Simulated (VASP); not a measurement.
TiN:

```
CELL_PARAMETERS angstrom
0.00000 2.04434 2.04434
2.04434 0.00000 2.04434
2.04434 2.04434 0.00000
ATOMIC_POSITIONS crystal
Ti 0.00000 0.00000 0.00000
N 0.50000 0.50000 0.50000
```

Base run:

- Program: VASP 6.6.1
- Functional: PBEsol
- Potentials or basis: VASP PAW PBE potentials, release 64 (Ti_sv, N)
- Cutoff: 520 eV
- k mesh: 20 × 20 × 20
- Occupations: gaussian, width 0.15 eV
- Spin: collinear spin
- Starting moments: [0.875, 0.0] μB
- Fixed moment: 0.875 μB

Its results: pressure 37.8 GPa; site moments Ti +0.65; N +0.07 μB.

**Question.** After a change of settings the same cell gave: pressure 31.0 GPa; site moments Ti +0.19; N +0.02 μB. Which change was it?
A. fixed moment from 0.875 μB to 0.25 μB; moments at the start from [0.88, 0.0] to [0.25, 0.0]
B. fixed moment from 0.875 μB to 0.625 μB; moments at the start from [0.88, 0.0] to [0.62, 0.0]
C. fixed moment from 0.875 μB to 1 μB; moments at the start from [0.88, 0.0] to [1.0, 0.0]

**Answer.** A.

Caveats: the cell stands under pressure; the PAW data sets were made with another functional, which shifts forces and pressure a little; the total moment is fixed, so each spin has its own Fermi level and the state may be an excited one.
